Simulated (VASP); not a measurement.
Ga4As3N, 8 atoms in the cell. The structure is tetragonal, space group I-42m (No. 121). The conventional cell has a = 5.441 Å, b = 5.441 Å, c = 10.719 Å, α = 90.00°, β = 90.00°, γ = 90.00°. Within 2.7 Å of N (site symmetry -42m) lie 4 Ga at 2.03 Å. Within 2.7 Å of Ga (site symmetry m) lie 1 N at 2.03 Å and 3 As at 2.44 to 2.52 Å. As (site symmetry -4) has 4 Ga at 2.44 Å within 3.2 Å. Within 3.3 Å of As (site symmetry -42m) lie 4 Ga at 2.52 Å. 

```yaml
Program: VASP 6.6.1
Task: single point
Functional: r2SCAN
Potentials_or_basis: VASP PAW PBE potentials, release 64 (N, Ga_d, As)
Cutoff: 520 eV
k_mesh: 6 × 6 × 6
Occupations: gaussian, width 0.01 eV
Spin: no spin polarisation
Dipole_correction: no
Further_INCAR_settings: ALGO = Normal; EDIFF = 1e-07; NBANDS = 46
```

Potentials or basis: VASP PAW PBE potentials, release 64 (N, Ga_d, As).

Command:

```console
$ cat potpaw_PBE.64/N/POTCAR potpaw_PBE.64/Ga_d/POTCAR potpaw_PBE.64/As/POTCAR > POTCAR
$ cp INCAR.step1 INCAR
$ mpirun -np 1 vasp_std > vasp.out
$ cp INCAR.step2 INCAR
$ mpirun -np 1 vasp_std > vasp.out
```

Hardware: 1 thread of Intel(R) Xeon(R) 6975P-C (Granite Rapids), with other jobs on the host.

Q: How long does it take, and how much memory?

A: Run time: 14 min on 1 thread of Intel(R) Xeon(R) 6975P-C (Granite Rapids) (shared host), peak memory 0.48 GiB. Counts: k points 30.
